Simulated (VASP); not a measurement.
# V (Pm-3m) in VASP: notebook

The runs below take V through single point, relaxation of cell and atoms, with PBE.

Everything below comes from runs of VASP 6.6.1. Logs are shortened: lines on timing, memory, paths and dates and some standing lists are left out, and cuts for length are marked.

## (1) The cell of the first run

The structure is cubic, space group Pm-3m (No. 221). Conventional cell: a = 2.443 Å, b = 2.443 Å, c = 2.443 Å, α = 90.00°, β = 90.00°, γ = 90.00°. V (site symmetry m-3m) has 6 V at 2.44 Å within 3.2 Å.

## (2) Single point, PBE, collinear spin, ferromagnetic start

The input, INCAR:

```
SYSTEM = V
  ALGO = Normal
  EDIFF = 1E-7
  ENCUT = 520
  GGA = PE
  ISIF = 2
  ISMEAR = -1
  ISPIN = 2
  LASPH = .True.
  LCHARG = .False.
  LMAXMIX = 4
  LORBIT = 11
  LREAL = .False.
  LWAVE = .False.
  MAGMOM = 1.5
  NBANDS = 16
  NELM = 150
  PREC = Accurate
  SIGMA = 0.05
```

The input, KPOINTS:

```
k-points
0
Gamma
  9 9 9
  0 0 0
```

The input, POSCAR:

```
V
1.0
    2.4429576761      0.0000000000      0.0000000000
    0.0000000000      2.4429576761      0.0000000000
    0.0000000000      0.0000000000      2.4429576761
V
1
Direct
    0.0000000000      0.0000000000      0.0000000000
```

Potentials or basis: VASP PAW PBE potentials, release 64 (V_sv).

Started as:

```sh
$ cat potpaw_PBE.64/V_sv/POTCAR > POTCAR
$ mpirun -np 1 vasp_std > vasp.out
```

OUTCAR:

```text
SYSTEM = V
   EDIFF = 1E-7
   ENCUT = 520
   GGA = PE
   ISIF = 2
   ISMEAR = -1
   ISPIN = 2
   LASPH = .True.
   LORBIT = 11
   LREAL = .False.
   NELM = 150
   PREC = Accurate

 ion  position               nearest neighbor table
   1  0.000  0.000  0.000-

  LATTYP: Found a simple cubic cell.
 ALAT       =     2.4429576761

  Lattice vectors:

 A1 = (   2.4429576761,   0.0000000000,   0.0000000000)
 A2 = (   0.0000000000,   2.4429576761,   0.0000000000)
 A3 = (   0.0000000000,   0.0000000000,   2.4429576761)

Analysis of symmetry for initial positions (statically):
=====================================================================
 Subroutine PRICEL returns:
 Original cell was already a primitive cell.

 Routine SETGRP: Setting up the symmetry group for a
 simple cubic supercell.

 Subroutine GETGRP returns: Found 48 space group operations
[... 9 lines left out ...]

 Routine SETGRP: Setting up the symmetry group for a
 simple cubic supercell.

 Subroutine GETGRP returns: Found 48 space group operations
 (whereof 48 operations were pure point group operations)
 out of a pool of 48 trial point group operations.

The dynamic configuration has the point symmetry O_h .

Analysis of structural, dynamic, and magnetic symmetry:
=====================================================================
 Subroutine PRICEL returns:
 Original cell was already a primitive cell.

 Routine SETGRP: Setting up the symmetry group for a
 simple cubic supercell.

 Subroutine GETGRP returns: Found 48 space group operations
 (whereof 48 operations were pure point group operations)
 out of a pool of 48 trial point group operations.

The overall configuration has the point symmetry O_h .

 Subroutine INISYM returns: Found 48 space group operations
[... 5 lines left out ...]
                                     Primitive cell

  volume of cell :      14.5797

  direct lattice vectors                    reciprocal lattice vectors
     2.442957676  0.000000000  0.000000000     0.409339879  0.000000000  0.000000000
     0.000000000  2.442957676  0.000000000     0.000000000  0.409339879  0.000000000
     0.000000000  0.000000000  2.442957676     0.000000000  0.000000000  0.409339879

  length of vectors
     2.442957676  2.442957676  2.442957676     0.409339879  0.409339879  0.409339879

  position of ions in fractional coordinates (direct lattice)
     0.000000000  0.000000000  0.000000000

  ion indices of the primitive-cell ions
   primitive index   ion index
                 1           1

----------------------------------------------------------------------------------------

 KPOINTS: k-points

Automatic generation of k-mesh.
 Grid dimensions read from file:
 generate k-points for:    9    9    9

 Generating k-lattice:

  Cartesian coordinates                     Fractional coordinates (reciprocal lattice)
     0.045482209  0.000000000  0.000000000     0.111111111  0.000000000  0.000000000
     0.000000000  0.045482209  0.000000000     0.000000000  0.111111111  0.000000000
     0.000000000  0.000000000  0.045482209     0.000000000  0.000000000  0.111111111

  Length of vectors
     0.045482209  0.045482209  0.045482209

  Shift w.r.t. Gamma in fractional coordinates (k-lattice)
     0.000000000  0.000000000  0.000000000

 Subroutine IBZKPT returns following result:
 ===========================================

 Found     35 irreducible k-points:

 Following reciprocal coordinates:
            Coordinates               Weight
  0.000000  0.000000  0.000000      1.000000
  0.111111  0.000000  0.000000      6.000000
  0.222222  0.000000  0.000000      6.000000
  0.333333  0.000000  0.000000      6.000000
  0.444444  0.000000  0.000000      6.000000
  0.111111  0.111111  0.000000     12.000000
[... 16 lines left out ...]
  0.333333  0.333333  0.111111     24.000000
  0.444444  0.333333  0.111111     48.000000
 [... further k-points ...]
   k-points           NKPTS =     35   k-points in BZ     NKDIM =     35   number of bands    NBANDS=     16
   number of dos      NEDOS =    301   number of ions     NIONS =      1
   total plane-waves  NPLWV =   5832
   dimension x,y,z NGX =    18 NGY =   18 NGZ =   18
   dimension x,y,z NGXF=    36 NGYF=   36 NGZF=   36
   ions per type =               1
   NGX,Y,Z   is equivalent  to a cutoff of  12.25, 12.25, 12.25 a.u.
   NGXF,Y,Z  is equivalent  to a cutoff of  24.50, 24.50, 24.50 a.u.
 SYSTEM =  V
   PREC   = accura    normal or accurate (medium, high low for compatibility)
   ISTART =      0    job   : 0-new  1-cont  2-samecut
   ICHARG =      2    charge: 1-file 2-atom 10-const
   ISPIN  =      2    spin polarized calculation?
   LNONCOLLINEAR =      F non collinear calculations
   LSORBIT =      F    spin-orbit coupling
   LASPH  =      T    aspherical Exc in radial PAW
   ENCUT  =  520.0 eV  38.22 Ry    6.18 a.u.   4.54  4.54  4.54*2*pi/ulx,y,z
   NELM   =    150;   NELMIN=  2; NELMDL= -5     # of ELM steps
   EDIFF  = 0.1E-06   stopping-criterion for ELM
   LREAL  =      F    real-space projection
   EDIFFG = 0.1E-05   stopping-criterion for IOM
   NSW    =      0    number of steps for IOM
   IBRION =     -1    ionic relax: 0-MD 1-quasi-New 2-CG
   NFREE  =      0    steps in history (QN), initial steepest desc. (CG)
   ISIF   =      2    stress and relaxation
   ISYM   =      2    0-nonsym 1-usesym 2-fastsym
   POTIM  = 0.5000    time-step for ionic-motion
   TEBEG  =    0.0;   TEEND  =   0.0 temperature during run
   PSTRESS=    0.0 pullay stress
   NELECT =      13.0000    total number of electrons
   NUPDOWN=      -1.0000    fix difference up-down
   EMIN   =  10.00;   EMAX   =-10.00  energy-range for DOS
   EFERMI =   0.00;   METHOD = LEGACY
   ISMEAR =    -1;   SIGMA  =   0.05  broadening in eV -4-tet -1-fermi 0-gaus
   EFERMI_NEDOS =   21; number of points for ismear=-14 and -15
   IALGO  =     38    algorithm
   IMIX   =      4    mixing-type and parameters
     AMIX     =   0.40;   BMIX     =  1.00
     AMIX_MAG =   1.60;   BMIX_MAG =  1.00
  volume/ion in A,a.u.               =      14.58        98.39
  Fermi-wavevector in a.u.,A,eV,Ry     =   1.575699  2.977640 33.780929  2.482828
  Thomas-Fermi vector in A             =   2.676644
   LORBIT       =     11    0 simple, 1 ext, 2 COOP (PROOUT), +10 PAW based schemes
   GGA     = PE    functional components
   LHFCALC =     F    Hartree Fock is set to
   AEXX    =    0.0000 exact exchange contribution
   IVDW    =     0    specifies the selected vdW correction
   LEPSILON=     F    determine dielectric tensor
   LRPA    =     F    only Hartree local field effects (RPA)
 spin polarized calculation
  energy-cutoff  :      520.00
  volume of cell :       14.58
 maximum number of plane-waves:       405
 NGX is ok and might be reduce to    18
   NGX =  9   NGY =  9   NGZ =  9

 number of electron      12.9999975 magnetization      -0.0059791

 number of electron      12.9999975 magnetization       0.0002933

 Free energy of the ion-electron system (eV)
  ---------------------------------------------------
  ext. energy  EPLUGINS =         0.00000000
  ---------------------------------------------------
  free energy    TOTEN  =        -8.12577237 eV

  energy without entropy =       -8.11075048  energy(sigma->0) =       -8.11826142

 E-fermi :   8.9852     XC(G=0): -12.3632

 val. band max:        8.8448797104   @ k =   0.4444   0.2222   0.2222
 cond. band min:       8.9877946195   @ k =   0.4444   0.3333   0.2222
 fundamental gap:      0.1429149092
 Fermi energy:         8.9852022264

 spin component 1

 k-point     1 :       0.0000    0.0000    0.0000
  band No.  band energies     occupation
      1     -54.9385      1.00000
      2     -28.1799      1.00000
      3     -28.1799      1.00000
      4     -28.1799      1.00000
      5       2.5565      1.00000
      6       6.7698      1.00000
[... 8 lines left out ...]
     15      32.0864      0.00000
     16      35.3067      0.00000

 k-point     2 :       0.1111    0.0000    0.0000
  band No.  band energies     occupation
      1     -54.9190      1.00000
      2     -28.3104      1.00000
      3     -28.1688      1.00000
      4     -28.1688      1.00000
      5       2.9202      1.00000
      6       6.8538      1.00000
[... 8 lines left out ...]
     15      33.1929      0.00000
     16      37.2407      0.00000
[... 387 lines left out ...]
      5       6.2247      1.00000
      6       8.1378      1.00000
[... 8 lines left out ...]
     15      35.9110      0.00000
     16      37.6949      0.00000

 k-point    24 :       0.4444    0.3333    0.1111
  band No.  band energies     occupation
      1     -54.6360      1.00000
      2     -29.0819      1.00000
      3     -28.8335      1.00000
      4     -28.1361      1.00000
      5       6.0732      1.00000
      6       8.3617      1.00000
[... 8 lines left out ...]
     15      34.7026      0.00000
     16      36.6579      0.00000

 [... further k-points ...]

 spin component 2

 k-point     1 :       0.0000    0.0000    0.0000
  band No.  band energies     occupation
      1     -54.9383      1.00000
      2     -28.1797      1.00000
      3     -28.1797      1.00000
      4     -28.1797      1.00000
      5       2.5567      1.00000
      6       6.7700      1.00000
[... 8 lines left out ...]
     15      32.0865      0.00000
     16      35.3069      0.00000

 k-point     2 :       0.1111    0.0000    0.0000
  band No.  band energies     occupation
      1     -54.9188      1.00000
      2     -28.3101      1.00000
      3     -28.1685      1.00000
      4     -28.1685      1.00000
      5       2.9204      1.00000
      6       6.8540      1.00000
[... 8 lines left out ...]
     15      33.1931      0.00000
     16      37.2409      0.00000
[... 387 lines left out ...]
      5       6.2249      1.00000
      6       8.1380      1.00000
[... 8 lines left out ...]
     15      35.9111      0.00000
     16      37.6951      0.00000

 k-point    24 :       0.4444    0.3333    0.1111
  band No.  band energies     occupation
      1     -54.6359      1.00000
      2     -29.0817      1.00000
      3     -28.8333      1.00000
      4     -28.1359      1.00000
      5       6.0734      1.00000
      6       8.3619      1.00000
[... 8 lines left out ...]
     15      34.7027      0.00000
     16      36.6581      0.00000

 [... further k-points ...]

------------------------ aborting loop because EDIFF is reached ----------------------------------------

  FORCE on cell =-STRESS in cart. coord.  units (eV):
  Direction    XX          YY          ZZ          XY          YZ          ZX
  --------------------------------------------------------------------------------------
  -------------------------------------------------------------------------------------
  Total        0.0291431      0.0291431      0.0291431      0.0000000      0.0000000     -0.0000000
  in kB        3.2025659      3.2025659      3.2025659      0.0000000      0.0000000     -0.0000000
  external PRESSURE =       3.2025659 kB  Pullay stress =       0.0000000 kB

 VOLUME and BASIS-vectors are now :
 -----------------------------------------------------------------------------
  energy-cutoff  :      520.00
  volume of cell :       14.58
      direct lattice vectors                 reciprocal lattice vectors
     2.442957676  0.000000000  0.000000000     0.409339879  0.000000000  0.000000000
     0.000000000  2.442957676  0.000000000     0.000000000  0.409339879  0.000000000
     0.000000000  0.000000000  2.442957676     0.000000000  0.000000000  0.409339879

 POSITION                                       TOTAL-FORCE (eV/Angst)
 -----------------------------------------------------------------------------------
      0.00000      0.00000      0.00000         0.000000      0.000000      0.000000
 -----------------------------------------------------------------------------------
    total drift:                               -0.000000      0.000000     -0.000000

  FREE ENERGIE OF THE ION-ELECTRON SYSTEM (eV)
  ---------------------------------------------------
  free  energy   TOTEN  =        -8.1257723655 eV

  energy  without entropy=       -8.1107504768  energy(sigma->0) =       -8.11826142

 total charge

# of ion       s       p       d       tot
------------------------------------------
    1        2.347   6.160   3.229  11.736

 magnetization (x)

# of ion       s       p       d       tot
------------------------------------------
    1        0.000   0.000   0.000   0.000
```

Run time: 8.2 s. Hardware: 1 thread of AMD EPYC 9R14 (Zen 4), shared host; peak memory 0.09 GiB.

Results:

| Quantity | Value |
| --- | --- |
| Free energy | -8.1258 eV |
| Pressure | 0.3 GPa |
| Net moment | 0.00 μB per cell |
| Valence electrons inside the program's atomic spheres | V 11.74 |

Levels at points of the mesh, in eV from the Fermi level:
Spin up:
| k point | band 4 | band 5 | band 6 | band 7 | band 8 | band 9 | band 10 | band 11 |
| --- | --- | --- | --- | --- | --- | --- | --- | --- |
| (0.00, 0.00, 0.00) | -37.17 | -6.43 | -2.22 | -2.22 | 3.48 | 3.48 | 3.48 | 18.28 |
Spin down:
```
           k point  band 4  band 5  band 6  band 7  band 8  band 9  band 10  band 11
(0.00, 0.00, 0.00)  -37.16   -6.43   -2.22   -2.22    3.48    3.48     3.48    18.28
```

## (3) Relaxation of cell and atoms, PBE, collinear spin, ferromagnetic start

This run uses another cell than the first one, of 15.25 Å³/atom, 1.046 times its volume.

The input, INCAR:

```
SYSTEM = V
ALGO = Normal
EDIFF = 1E-7
EDIFFG = -0.02
ENCUT = 600
GGA = PE
IBRION = 2
ISIF = 3
ISMEAR = -1
ISPIN = 2
LASPH = .TRUE.
LCHARG = .FALSE.
LMAXMIX = 4
LORBIT = 11
LREAL = .FALSE.
LWAVE = .FALSE.
MAGMOM = 1.5
NELM = 150
NSW = 80
PREC = Accurate
SIGMA = 0.05
```

The input, KPOINTS:

```
k-points
0
G
  9 9 9
  0 0 0
```

The input, POSCAR:

```
V
1.0
    2.4800000000      0.0000000000      0.0000000000
    0.0000000000      2.4800000000      0.0000000000
    0.0000000000      0.0000000000      2.4800000000
V
1
Direct
    0.0000000000      0.0000000000      0.0000000000
```

Potentials or basis: VASP PAW PBE potentials, release 64 (V_sv).

Started as:

```sh
$ cat potpaw_PBE.64/V_sv/POTCAR > POTCAR
$ mpirun -np 1 vasp_std > vasp.out
```

It took 19 s on 1 thread of AMD EPYC 9R14 (Zen 4), shared host; peak memory 0.11 GiB.

Results (log left out):

```
Free energy                                           : -8.1263 eV
Relaxed volume                                        : 14.61 Å³/atom
Relaxed cell                                          : a = 2.445 Å, b = 2.445 Å, c = 2.445 Å, α = 90.00°, β = 90.00°, γ = 90.00°
Space group after relaxing (to 0.05 Å)                : Pm-3m (No. 221)
Energy gained by relaxing                             : 11.0 meV/atom
Ionic steps                                           : 3
Pressure after relaxing                               : 0.0 GPa
Net moment                                            : 0.00 μB per cell
Valence electrons inside the program's atomic spheres : V 11.73
```

Step by step:
```tsv
step	energy change (eV)	largest force (eV/Å)	pressure (GPa)	volume (Å³)
1	0.0000	0.0000	-5.28	15.25
2	-0.0054	0.0000	4.29	14.17
3	-0.0110	0.0000	-0.01	14.61
```

Final structure:
```
V
1.0
     2.44455    0.00000    0.00000
     0.00000    2.44455    0.00000
     0.00000    0.00000    2.44455
V
1
Direct
  0.00000 0.00000 0.00000
```

Levels at points of the mesh, in eV from the Fermi level:
Spin up:
```tsv
k point	band 3	band 4	band 5	band 6	band 7	band 8	band 9	band 10	band 11
(0.00, 0.00, 0.00)	-37.17	-37.17	-6.42	-2.21	-2.21	3.47	3.47	3.47	18.26
```
Spin down:
```csv
k point,band 4,band 5,band 6,band 7,band 8,band 9,band 10,band 11
"(0.00, 0.00, 0.00)",-37.17,-6.42,-2.21,-2.21,3.47,3.47,3.47,18.26
```
